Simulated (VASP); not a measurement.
Wanted: the native input for a VASP 6.6.1 run.

```yaml
Task: single point
Functional: PBE
Potentials_or_basis: VASP PAW PBE potentials, release 64 (Hf_pv, C)
Cutoff: 520 eV
k_mesh: 10 × 10 × 10
Occupations: gaussian, width 0.1 eV
Spin: no spin polarisation
Dipole_correction: no
Further_INCAR_settings: ALGO = Normal; EDIFF = 1e-07; NBANDS = 24
```

The structure of HfC5 lies in POSCAR:

```
HfC5
1.0
   -2.2018560442      2.9092194129      3.2137867392
    2.2018560442     -2.9092194129      3.2137867392
    2.2018560442      2.9092194129     -3.2137867392
Hf C
1 5
Direct
    0.5000000000      0.5000000000      0.0000000000
    0.1128727856      0.5000000000      0.6128727856
    0.8871272144      0.5000000000      0.3871272144
    0.2934939225      0.7934939225      0.5000000000
    0.7065060775      0.2065060775      0.5000000000
    0.5000000000      0.0000000000      0.5000000000
```

The cell was generated, and may not be a known phase.

These files were run (other wordings do the same):

INCAR

```
SYSTEM = HfC5
PREC = Accurate
ENCUT = 520
EDIFF = 1E-7
ISMEAR = 0
SIGMA = 0.1
LREAL = .False.
LASPH = .True.
NELM = 80
ALGO = Normal
ISIF = 2
LWAVE = .False.
LCHARG = .False.
GGA = PE
NBANDS = 24
```

KPOINTS

```
regular mesh
0
Gamma
  10 10 10
  0 0 0
```

Potentials or basis: VASP PAW PBE potentials, release 64 (Hf_pv, C).

Launch:

```sh
$ cat potpaw_PBE.64/Hf_pv/POTCAR potpaw_PBE.64/C/POTCAR > POTCAR
$ mpirun -np 1 vasp_std > vasp.out
```

It gave:

```yaml
Pressure: -0.3 GPa
Largest_force: 0.118 eV/Å
Band_gap_on_the_k_mesh: zero (bands 15 and 16 overlap by 0.50 eV)
```

Caveat: spin-orbit coupling is left out, which moves the levels of the heavy elements.

Wall time 3.4 min on 1 thread of AMD EPYC 9R45 96-Core Processor (Zen 5), with other jobs on the host, peak memory 0.38 GiB.
